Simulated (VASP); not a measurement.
# BaO (Fm-3m) in VASP: density of states with PBE

Aim: the density of states of BaO with PBE.

Program: VASP 6.6.1. These are calculated values, not measurements. Logs are shortened: lines on timing, memory, paths and dates and some standing lists are left out, and cuts for length are marked.

### Step 1. The cell of the first run

It takes space group Fm-3m (No. 225, cubic). Conventional cell: a = 5.573 Å, b = 5.573 Å, c = 5.573 Å, α = 90.00°, β = 90.00°, γ = 90.00°. Within 3.7 Å of Ba (site symmetry m-3m) lie 6 O at 2.79 Å. Within 3.7 Å of O (site symmetry m-3m) lie 6 Ba at 2.79 Å.

### Step 2. Density of states, PBE

The input, POSCAR:

```
BaO
1.0
    0.0000000000      2.7866632389      2.7866632389
    2.7866632389      0.0000000000      2.7866632389
    2.7866632389      2.7866632389      0.0000000000
Ba O
1 1
Direct
    0.0000000000      0.0000000000      0.0000000000
    0.5000000000      0.5000000000      0.5000000000
```

The input, INCAR.step1:

```
PREC     = Accurate       # precision mode
ENCUT    = 520            # plane-wave cutoff, eV
EDIFF    = 1E-6           # SCF threshold, eV
ISMEAR   = 0              # smearing method
SIGMA    = 0.02           # smearing width, eV
LREAL    = False          # projectors in reciprocal space
LASPH    = True           # aspherical terms in the spheres
NELM     = 120            # most SCF steps
ALGO     = Normal         # electronic algorithm
ISIF     = 2              # what is computed and relaxed
LWAVE    = False          # write WAVECAR
LCHARG   = True           # write CHGCAR
GGA      = PE             # functional
NBANDS   = 15             # bands
GGA_COMPAT= False        
NEDOS    = 2001           # points of the DOS
LORBIT   = 11             # projections on sites
```

The input, KPOINTS.step1:

```
regular mesh
0
Gamma
  8 8 8
```

The input, INCAR.step2:

```
PREC     = Accurate       # precision mode
ENCUT    = 520            # plane-wave cutoff, eV
EDIFF    = 1E-6           # SCF threshold, eV
ISMEAR   = -5             # smearing method
SIGMA    = 0.02           # smearing width, eV
LREAL    = False          # projectors in reciprocal space
LASPH    = True           # aspherical terms in the spheres
NELM     = 120            # most SCF steps
ALGO     = Normal         # electronic algorithm
ISIF     = 2              # what is computed and relaxed
LWAVE    = False          # write WAVECAR
LCHARG   = False          # write CHGCAR
GGA      = PE             # functional
LORBIT   = 11             # projections on sites
NBANDS   = 15             # bands
NEDOS    = 2001           # points of the DOS
ICHARG   = 11             # starting density
GGA_COMPAT= False
```

The input, KPOINTS.step2:

```
regular mesh
0
Gamma
  12 12 12
```

Potentials or basis: VASP PAW PBE potentials, release 64 (Ba_sv, O).

Started as:

```sh
> cat potpaw_PBE.64/Ba_sv/POTCAR potpaw_PBE.64/O/POTCAR > POTCAR
> cp INCAR.step1 INCAR
> cp KPOINTS.step1 KPOINTS
> mpirun -np 1 vasp_std > vasp.out
> cp INCAR.step2 INCAR
> cp KPOINTS.step2 KPOINTS
> mpirun -np 1 vasp_std > vasp.out
```

OUTCAR:

```text
PREC = Accurate
   ENCUT = 520
   EDIFF = 1E-6
   ISMEAR = -5
   LREAL = False
   LASPH = True
   NELM = 120
   ISIF = 2
   GGA = PE
   LORBIT = 11
   ICHARG = 11

 ion  position               nearest neighbor table
   1  0.000  0.000  0.000-   2 2.79   2 2.79   2 2.79   2 2.79   2 2.79   2 2.79
   2  0.500  0.500  0.500-   1 2.79   1 2.79   1 2.79   1 2.79   1 2.79   1 2.79

  LATTYP: Found a face centered cubic cell.
 ALAT       =     5.5733264778

  Lattice vectors:

 A1 = (   0.0000000000,   2.7866632389,   2.7866632389)
 A2 = (   2.7866632389,   0.0000000000,   2.7866632389)
 A3 = (   2.7866632389,   2.7866632389,   0.0000000000)

Analysis of symmetry for initial positions (statically):
=====================================================================
 Subroutine PRICEL returns:
 Original cell was already a primitive cell.

 Routine SETGRP: Setting up the symmetry group for a
 face centered cubic supercell.

 Subroutine GETGRP returns: Found 48 space group operations
 (whereof 48 operations were pure point group operations)
 out of a pool of 48 trial point group operations.

The static configuration has the point symmetry O_h .

Analysis of symmetry for dynamics (positions and initial velocities):
=====================================================================
 Subroutine PRICEL returns:
 Original cell was already a primitive cell.

 Routine SETGRP: Setting up the symmetry group for a
 face centered cubic supercell.

 Subroutine GETGRP returns: Found 48 space group operations
 (whereof 48 operations were pure point group operations)
 out of a pool of 48 trial point group operations.

The dynamic configuration has the point symmetry O_h .

 Subroutine INISYM returns: Found 48 space group operations
 (whereof 48 operations are pure point group operations),
 and found     1 'primitive' translations

----------------------------------------------------------------------------------------

                                     Primitive cell

  volume of cell :      43.2796

  direct lattice vectors                    reciprocal lattice vectors
     0.000000000  2.786663239  2.786663239    -0.179426058  0.179426058  0.179426058
     2.786663239  0.000000000  2.786663239     0.179426058 -0.179426058  0.179426058
     2.786663239  2.786663239  0.000000000     0.179426058  0.179426058 -0.179426058

  length of vectors
     3.940936946  3.940936946  3.940936946     0.310775049  0.310775049  0.310775049

  position of ions in fractional coordinates (direct lattice)
     0.000000000  0.000000000  0.000000000
     0.500000000  0.500000000  0.500000000

  ion indices of the primitive-cell ions
   primitive index   ion index
                 1           1
                 2           2

----------------------------------------------------------------------------------------

 KPOINTS: regular mesh

Automatic generation of k-mesh.
 Grid dimensions read from file:
 generate k-points for:   12   12   12

 Generating k-lattice:

  Cartesian coordinates                     Fractional coordinates (reciprocal lattice)
    -0.014952172  0.014952172  0.014952172     0.083333333  0.000000000  0.000000000
     0.014952172 -0.014952172  0.014952172     0.000000000  0.083333333  0.000000000
     0.014952172  0.014952172 -0.014952172     0.000000000  0.000000000  0.083333333

  Length of vectors
     0.025897921  0.025897921  0.025897921

  Shift w.r.t. Gamma in fractional coordinates (k-lattice)
     0.000000000  0.000000000  0.000000000

 TETIRR: Found    247 inequivalent tetrahedra from    10368

 Subroutine IBZKPT returns following result:
 ===========================================

 Found     72 irreducible k-points:

 Following reciprocal coordinates:
            Coordinates               Weight
  0.000000  0.000000  0.000000      1.000000
  0.083333  0.000000  0.000000      8.000000
  0.166667  0.000000  0.000000      8.000000
  0.250000  0.000000  0.000000      8.000000
  0.333333  0.000000  0.000000      8.000000
  0.416667  0.000000  0.000000      8.000000
[... 16 lines left out ...]
  0.500000  0.166667  0.000000     24.000000
 -0.416667  0.166667  0.000000     24.000000
 [... further k-points ...]
   k-points           NKPTS =     72   k-points in BZ     NKDIM =     72   number of bands    NBANDS=     15
   number of dos      NEDOS =   2001   number of ions     NIONS =      2
   total plane-waves  NPLWV =  27000
   dimension x,y,z NGX =    30 NGY =   30 NGZ =   30
   dimension x,y,z NGXF=    60 NGYF=   60 NGZF=   60
   ions per type =               1   1
   NGX,Y,Z   is equivalent  to a cutoff of  12.66, 12.66, 12.66 a.u.
   NGXF,Y,Z  is equivalent  to a cutoff of  25.31, 25.31, 25.31 a.u.
 SYSTEM =  unknown system
   PREC   = accura    normal or accurate (medium, high low for compatibility)
   ISTART =      0    job   : 0-new  1-cont  2-samecut
   ICHARG =     11    charge: 1-file 2-atom 10-const
   ISPIN  =      1    spin polarized calculation?
   LNONCOLLINEAR =      F non collinear calculations
   LSORBIT =      F    spin-orbit coupling
   LASPH  =      T    aspherical Exc in radial PAW
   ENCUT  =  520.0 eV  38.22 Ry    6.18 a.u.   7.33  7.33  7.33*2*pi/ulx,y,z
   NELM   =    120;   NELMIN=  2; NELMDL=  0     # of ELM steps
   EDIFF  = 0.1E-05   stopping-criterion for ELM
   LREAL  =      F    real-space projection
[... 7 lines left out ...]
   TEBEG  =    0.0;   TEEND  =   0.0 temperature during run
   PSTRESS=    0.0 pullay stress
   NELECT =      16.0000    total number of electrons
   NUPDOWN=      -1.0000    fix difference up-down
   EMIN   =  10.00;   EMAX   =-10.00  energy-range for DOS
   EFERMI =   0.00;   METHOD = LEGACY
   ISMEAR =    -5;   SIGMA  =   0.02  broadening in eV -4-tet -1-fermi 0-gaus
   EFERMI_NEDOS =   21; number of points for ismear=-14 and -15
   IALGO  =     38    algorithm
   IMIX   =      4    mixing-type and parameters
     AMIX     =   0.40;   BMIX     =  1.00
     AMIX_MAG =   1.60;   BMIX_MAG =  1.00
  volume/ion in A,a.u.               =      21.64       146.03
  Fermi-wavevector in a.u.,A,eV,Ry     =   1.174953  2.220338 18.783027  1.380514
  Thomas-Fermi vector in A             =   2.311341
   LORBIT       =     11    0 simple, 1 ext, 2 COOP (PROOUT), +10 PAW based schemes
   GGA     = PE    functional components
   LHFCALC =     F    Hartree Fock is set to
   AEXX    =    0.0000 exact exchange contribution
   IVDW    =     0    specifies the selected vdW correction
   LEPSILON=     F    determine dielectric tensor
   LRPA    =     F    only Hartree local field effects (RPA)
 non-spin polarized calculation
 Fermi weights with tetrahedron method with Bloechl corrections
  energy-cutoff  :      520.00
  volume of cell :       43.28
 maximum number of plane-waves:      1211
 NGX is ok and might be reduce to    30

 number of electron      16.0000000 magnetization

 Free energy of the ion-electron system (eV)
  ---------------------------------------------------
  ext. energy  EPLUGINS =         0.00000000
  ---------------------------------------------------
  free energy    TOTEN  =       -11.80449513 eV

  energy without entropy =      -11.80449513  energy(sigma->0) =      -11.80449513

 E-fermi :   1.7553     XC(G=0):  -9.5344

 val. band max:        1.7488952885   @ k =   0.5000   0.5000   0.0000
 cond. band min:       3.7846570475   @ k =   0.5000   0.5000   0.0000
 fundamental gap:      2.0357617590
 Fermi energy:         1.7552973766

 k-point     1 :       0.0000    0.0000    0.0000
  band No.  band energies     occupation
      1     -24.1643      2.00000
      2     -13.2131      2.00000
      3      -8.7111      2.00000
      4      -8.7111      2.00000
      5      -8.7111      2.00000
      6       1.4544      2.00000
      7       1.4544      2.00000
      8       1.4544      2.00000
      9       5.2149      0.00000
     10       6.4410      0.00000
     11       6.4410      0.00000
     12       6.4410      0.00000
     13       8.6605      0.00000
     14       8.6605      0.00000
     15      11.7093      0.00000

 k-point     2 :       0.0833    0.0000    0.0000
  band No.  band energies     occupation
      1     -24.1491      2.00000
      2     -13.2584      2.00000
      3      -8.7273      2.00000
      4      -8.7191      2.00000
      5      -8.7191      2.00000
      6       1.2936      2.00000
      7       1.3641      2.00000
      8       1.3641      2.00000
      9       5.5159      0.00000
     10       6.3687      0.00000
     11       6.5685      0.00000
     12       6.5685      0.00000
     13       8.8373      0.00000
     14       8.8373      0.00000
     15      12.1451      0.00000

 k-point     3 :       0.1667    0.0000    0.0000
  band No.  band energies     occupation
      1     -24.1070      2.00000
      2     -13.3826      2.00000
      3      -8.7699      2.00000
      4      -8.7410      2.00000
      5      -8.7410      2.00000
      6       0.9215      2.00000
      7       1.1333      2.00000
      8       1.1333      2.00000
      9       6.1267      0.00000
     10       6.4386      0.00000
     11       6.9355      0.00000
     12       6.9355      0.00000
     13       9.3200      0.00000
     14       9.3200      0.00000
     15      13.2717      0.00000
[... 343 lines left out ...]
 k-point    23 :       0.5000    0.1667    0.0000
  band No.  band energies     occupation
      1     -23.9117      2.00000
      2     -13.7729      2.00000
      3      -9.2003      2.00000
      4      -8.9910      2.00000
      5      -8.9428      2.00000
      6       0.3098      2.00000
      7       0.6687      2.00000
      8       0.6799      2.00000
      9       6.2576      0.00000
     10       7.8450      0.00000
     11       9.2409      0.00000
     12       9.7205      0.00000
     13      11.7422      0.00000
     14      12.3845      0.00000
     15      14.4006      0.00000

 k-point    24 :      -0.4167    0.1667    0.0000
  band No.  band energies     occupation
      1     -23.9074      2.00000
      2     -13.7941      2.00000
      3      -9.2578      2.00000
      4      -8.9558      2.00000
      5      -8.8949      2.00000
      6       0.1670      2.00000
      7       0.5094      2.00000
      8       0.8511      2.00000
      9       6.6609      0.00000
     10       7.6663      0.00000
     11       9.0328      0.00000
     12       9.7563      0.00000
     13      11.7302      0.00000
     14      12.9544      0.00000
     15      14.0150      0.00000

 [... further k-points ...]

------------------------ aborting loop because EDIFF is reached ----------------------------------------

  FORCE on cell =-STRESS in cart. coord.  units (eV):
  Direction    XX          YY          ZZ          XY          YZ          ZX
  --------------------------------------------------------------------------------------
  -------------------------------------------------------------------------------------
  Total        0.4257880      0.4257880      0.4257880      0.0000000      0.0000000     -0.0000000
  in kB       15.7623348     15.7623348     15.7623348      0.0000000      0.0000000     -0.0000000
  external PRESSURE =      15.7623348 kB  Pullay stress =       0.0000000 kB

 VOLUME and BASIS-vectors are now :
 -----------------------------------------------------------------------------
  energy-cutoff  :      520.00
  volume of cell :       43.28
      direct lattice vectors                 reciprocal lattice vectors
     0.000000000  2.786663239  2.786663239    -0.179426058  0.179426058  0.179426058
     2.786663239  0.000000000  2.786663239     0.179426058 -0.179426058  0.179426058
     2.786663239  2.786663239  0.000000000     0.179426058  0.179426058 -0.179426058

 POSITION                                       TOTAL-FORCE (eV/Angst)
 -----------------------------------------------------------------------------------
      0.00000      0.00000      0.00000         0.000000     -0.000000      0.000000
      2.78666      2.78666      2.78666        -0.000000      0.000000      0.000000
 -----------------------------------------------------------------------------------
    total drift:                                0.000000      0.000000      0.000000

  FREE ENERGIE OF THE ION-ELECTRON SYSTEM (eV)
  ---------------------------------------------------
  free  energy   TOTEN  =       -11.8044951290 eV

  energy  without entropy=      -11.8044951290  energy(sigma->0) =      -11.80449513

 total charge

# of ion       s       p       d       tot
------------------------------------------
    1        2.016   5.625   0.329   7.970
    2        1.558   3.373   0.000   4.931
--------------------------------------------------
tot          3.574   8.998   0.329  12.901
```

Wall time 52 s (1 thread of Intel Xeon Platinum 8488C (Sapphire Rapids), shared host); peak memory 0.18 GiB.

Results:

```
Valence electrons inside the program's atomic spheres : Ba 7.97; O 4.93
```

Levels at points of the mesh, in eV from the valence-band top:
```csv
k point,band 5,band 6,band 7,band 8,band 9,band 10,band 11,band 12
"(0.00, 0.00, 0.00)",-10.46,-0.29,-0.29,-0.29,3.47,4.69,4.69,4.69
"(0.50, 0.00, 0.00)",-10.58,-1.92,-1.39,-1.39,4.91,7.10,7.10,8.08
"(0.50, 0.50, 0.00)",-11.01,-0.13,-0.13,0.00,2.04,5.90,8.80,9.28
```

Caveat: spin-orbit coupling is left out, which moves the levels of the heavy elements.
